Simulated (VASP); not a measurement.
# Sn3F2 (P-3m1) in VASP: single point with PBE

Aim: the single point of Sn3F2 with PBE.

All numbers are computed with VASP 6.6.1; they aren't measurements. Logs are shortened: lines on timing, memory, paths and dates and some standing lists are left out, and cuts for length are marked.

**1. The cell of the first run**

It takes space group P-3m1 (No. 164, trigonal). The conventional cell has a = 4.790 Å, b = 4.790 Å, c = 5.840 Å, α = 90.00°, β = 90.00°, γ = 120.00°. Within 4.0 Å of Sn (site symmetry -3m) lie 6 Sn at 3.06 Å and 6 F at 3.70 Å. Within 2.7 Å of Sn (site symmetry 3m) lie 1 F at 2.07 Å. F (site symmetry 3m) has 1 Sn at 2.07 Å within 2.7 Å.

**2. Single point, PBE**

Input file INCAR:

```
ALGO = Normal
EDIFF = 1E-6
ENCUT = 520
GGA = PE
ISIF = 2
ISMEAR = 0
LASPH = True
LCHARG = True
LELF = True
LREAL = False
LVHAR = True
LWAVE = False
NBANDS = 36
NELM = 100
PREC = Accurate
SIGMA = 0.1
```

Input file KPOINTS:

```
k-points
0
Gamma
  6 6 4
```

Input file POSCAR:

```
Sn3F2
1.0
    4.7895613358      0.0000000000      0.0000000000
   -2.3947806679      4.1478817898      0.0000000000
    0.0000000000      0.0000000000      5.8403922612
Sn F
3 2
Direct
    0.0000000000      0.0000000000      0.0000000000
    0.3333333333      0.6666666667      0.7761024835
    0.6666666667      0.3333333333      0.2238975165
    0.3333333333      0.6666666667      0.4214206633
    0.6666666667      0.3333333333      0.5785793367
```

Potentials or basis: VASP PAW PBE potentials, release 64 (Sn_d, F).

On the command line:

```
$ cat potpaw_PBE.64/Sn_d/POTCAR potpaw_PBE.64/F/POTCAR > POTCAR
$ mpirun -np 1 vasp_std > vasp.out
```

OUTCAR:

```text
EDIFF = 1E-6
   ENCUT = 520
   GGA = PE
   ISIF = 2
   ISMEAR = 0
   LASPH = True
   LREAL = False
   NELM = 100
   PREC = Accurate

 ion  position               nearest neighbor table
   1  0.000  0.000  0.000-   2 3.06   3 3.06   3 3.06   2 3.06   3 3.06   2 3.06
   2  0.333  0.667  0.776-   4 2.07   1 3.06   1 3.06   1 3.06
   3  0.667  0.333  0.224-   5 2.07   1 3.06   1 3.06   1 3.06
   4  0.333  0.667  0.421-   2 2.07
   5  0.667  0.333  0.579-   3 2.07

  LATTYP: Found a hexagonal cell.
 ALAT       =     4.7895613358
 C/A-ratio  =     1.2194002439

  Lattice vectors:

 A1 = (   4.7895613358,   0.0000000000,   0.0000000000)
 A2 = (  -2.3947806679,   4.1478817898,   0.0000000000)
 A3 = (   0.0000000000,   0.0000000000,   5.8403922612)

Analysis of symmetry for initial positions (statically):
=====================================================================
 Subroutine PRICEL returns:
 Original cell was already a primitive cell.

 Routine SETGRP: Setting up the symmetry group for a
 hexagonal supercell.

 Subroutine GETGRP returns: Found 12 space group operations
 (whereof 12 operations were pure point group operations)
 out of a pool of 24 trial point group operations.

The static configuration has the point symmetry D_3d.

Analysis of symmetry for dynamics (positions and initial velocities):
=====================================================================
 Subroutine PRICEL returns:
 Original cell was already a primitive cell.

 Routine SETGRP: Setting up the symmetry group for a
 hexagonal supercell.

 Subroutine GETGRP returns: Found 12 space group operations
 (whereof 12 operations were pure point group operations)
 out of a pool of 24 trial point group operations.

The dynamic configuration has the point symmetry D_3d.

 Subroutine INISYM returns: Found 12 space group operations
 (whereof 12 operations are pure point group operations),
 and found     1 'primitive' translations

----------------------------------------------------------------------------------------

                                     Primitive cell

  volume of cell :     116.0284

  direct lattice vectors                    reciprocal lattice vectors
[... 89 lines left out ...]
   LASPH  =      T    aspherical Exc in radial PAW
   ENCUT  =  520.0 eV  38.22 Ry    6.18 a.u.   8.91  8.91 10.86*2*pi/ulx,y,z
   NELM   =    100;   NELMIN=  2; NELMDL= -5     # of ELM steps
   EDIFF  = 0.1E-05   stopping-criterion for ELM
   LREAL  =      F    real-space projection
   EDIFFG = 0.1E-04   stopping-criterion for IOM
   NSW    =      0    number of steps for IOM
   IBRION =     -1    ionic relax: 0-MD 1-quasi-New 2-CG
   NFREE  =      0    steps in history (QN), initial steepest desc. (CG)
   ISIF   =      2    stress and relaxation
   ISYM   =      2    0-nonsym 1-usesym 2-fastsym
   POTIM  = 0.5000    time-step for ionic-motion
   TEBEG  =    0.0;   TEEND  =   0.0 temperature during run
   PSTRESS=    0.0 pullay stress
   NELECT =      56.0000    total number of electrons
   NUPDOWN=      -1.0000    fix difference up-down
   EMIN   =  10.00;   EMAX   =-10.00  energy-range for DOS
   EFERMI =   0.00;   METHOD = LEGACY
   ISMEAR =     0;   SIGMA  =   0.10  broadening in eV -4-tet -1-fermi 0-gaus
   EFERMI_NEDOS =   21; number of points for ismear=-14 and -15
   IALGO  =     38    algorithm
   IMIX   =      4    mixing-type and parameters
     AMIX     =   0.40;   BMIX     =  1.00
     AMIX_MAG =   1.60;   BMIX_MAG =  1.00
  volume/ion in A,a.u.               =      23.21       156.60
  Fermi-wavevector in a.u.,A,eV,Ry     =   1.284151  2.426694 22.436607  1.649044
  Thomas-Fermi vector in A             =   2.416362
   LORBIT       =      0    0 simple, 1 ext, 2 COOP (PROOUT), +10 PAW based schemes
   GGA     = PE    functional components
   LHFCALC =     F    Hartree Fock is set to
   AEXX    =    0.0000 exact exchange contribution
   IVDW    =     0    specifies the selected vdW correction
   LEPSILON=     F    determine dielectric tensor
   LRPA    =     F    only Hartree local field effects (RPA)
 non-spin polarized calculation
 Gauss-broadening in eV      SIGMA  =   0.10
  energy-cutoff  :      520.00
  volume of cell :      116.03
 maximum number of plane-waves:      3166
   NGX = 17   NGY = 17   NGZ = 21

 number of electron      55.9999997 magnetization

 Free energy of the ion-electron system (eV)
  ---------------------------------------------------
  ext. energy  EPLUGINS =         0.00000000
  ---------------------------------------------------
  free energy    TOTEN  =       -20.83928519 eV

  energy without entropy =      -20.82895100  energy(sigma->0) =      -20.83411810

 E-fermi :   5.2891     XC(G=0):  -9.3271

 val. band max:        5.2789045643   @ k =   0.1667   0.1667   0.5000
 cond. band min:       5.3794143756   @ k =   0.1667   0.1667   0.5000
 fundamental gap:      0.1005098113
 Fermi energy:         5.2891434089

 k-point     1 :       0.0000    0.0000    0.0000
  band No.  band energies     occupation
      1     -18.7216      2.00000
      2     -18.4909      2.00000
      3     -16.5631      2.00000
      4     -16.5631      2.00000
      5     -16.5327      2.00000
      6     -16.5327      2.00000
[... 925 lines left out ...]
     35      11.4392      0.00000
     36      12.8305      0.00000

------------------------ aborting loop because EDIFF is reached ----------------------------------------

  FORCE on cell =-STRESS in cart. coord.  units (eV):
  Direction    XX          YY          ZZ          XY          YZ          ZX
  --------------------------------------------------------------------------------------
  -------------------------------------------------------------------------------------
  Total        0.0443447      0.0443447      0.3607896     -0.0000000     -0.0000000      0.0000000
  in kB        0.6123340      0.6123340      4.9819628     -0.0000000     -0.0000000      0.0000000
  external PRESSURE =       2.0688770 kB  Pullay stress =       0.0000000 kB

 VOLUME and BASIS-vectors are now :
 -----------------------------------------------------------------------------
  energy-cutoff  :      520.00
  volume of cell :      116.03
      direct lattice vectors                 reciprocal lattice vectors
     4.789561336  0.000000000  0.000000000     0.208787388  0.120543455  0.000000000
    -2.394780668  4.147881790  0.000000000     0.000000000  0.241086909  0.000000000
     0.000000000  0.000000000  5.840392261     0.000000000  0.000000000  0.171221376

 POSITION                                       TOTAL-FORCE (eV/Angst)
 -----------------------------------------------------------------------------------
      0.00000      0.00000      0.00000         0.000000      0.000000      0.000000
     -0.00000      2.76525      4.53274        -0.000000     -0.000000      0.116123
      2.39478      1.38263      1.30765         0.000000      0.000000     -0.116123
     -0.00000      2.76525      2.46126        -0.000000      0.000000     -0.109401
      2.39478      1.38263      3.37913         0.000000     -0.000000      0.109401
 -----------------------------------------------------------------------------------
    total drift:                               -0.000000      0.000000      0.000000

  FREE ENERGIE OF THE ION-ELECTRON SYSTEM (eV)
  ---------------------------------------------------
  free  energy   TOTEN  =       -20.8392851935 eV

  energy  without entropy=      -20.8289510032  energy(sigma->0) =      -20.83411810
```

OSZICAR:

```text
N       E                     dE             d eps       ncg     rms          rms(c)
DAV:   1     0.679315655040E+03    0.67932E+03   -0.27867E+04  1772   0.225E+03
DAV:   2     0.980902009185E+02   -0.58123E+03   -0.56292E+03  1808   0.606E+02
DAV:   3    -0.154079539519E+02   -0.11350E+03   -0.11109E+03  1940   0.223E+02
DAV:   4    -0.224924621221E+02   -0.70845E+01   -0.70347E+01  1984   0.595E+01
DAV:   5    -0.226851712581E+02   -0.19271E+00   -0.19265E+00  2040   0.105E+01    0.824E+00
DAV:   6    -0.208507155244E+02    0.18345E+01   -0.72879E+00  2724   0.230E+01    0.353E+00
DAV:   7    -0.208513742671E+02   -0.65874E-03   -0.87773E-01  1928   0.686E+00    0.194E+00
DAV:   8    -0.208413949943E+02    0.99793E-02   -0.19132E-01  1852   0.310E+00    0.571E-01
DAV:   9    -0.208378956038E+02    0.34994E-02   -0.35688E-02  2328   0.172E+00    0.189E-01
DAV:  10    -0.208389806589E+02   -0.10851E-02   -0.64743E-03  1976   0.641E-01    0.645E-02
DAV:  11    -0.208392622584E+02   -0.28160E-03   -0.68237E-04  2004   0.162E-01    0.218E-02
DAV:  12    -0.208392767783E+02   -0.14520E-04   -0.89296E-05  2032   0.594E-02    0.143E-02
DAV:  13    -0.208392846545E+02   -0.78762E-05   -0.32980E-05  1692   0.578E-02    0.547E-03
DAV:  14    -0.208392851935E+02   -0.53898E-06   -0.69322E-06  1608   0.199E-02
   1 F= -.20839285E+02 E0= -.20834118E+02  d E =-.103342E-01
```

Wall time 2.7 min (1 thread of Intel Xeon 8259CL, shared host); peak memory 0.28 GiB.

What came out:

| Property | Result |
| --- | --- |
| Free energy | -20.8393 eV |
| Pressure | 0.2 GPa |
| Largest force | 0.116 eV/Å |
| Band gap on the k mesh | zero (bands 28 and 29 overlap by 1.02 eV) |

Forces in eV/Å, atoms in the order of the input:
```
Sn   0.000  0.000  0.000
Sn   0.000  0.000  0.116
Sn   0.000  0.000 -0.116
F    0.000  0.000 -0.109
F    0.000  0.000  0.109
```

Caveat: spin-orbit coupling is left out, which moves the levels of the heavy elements.
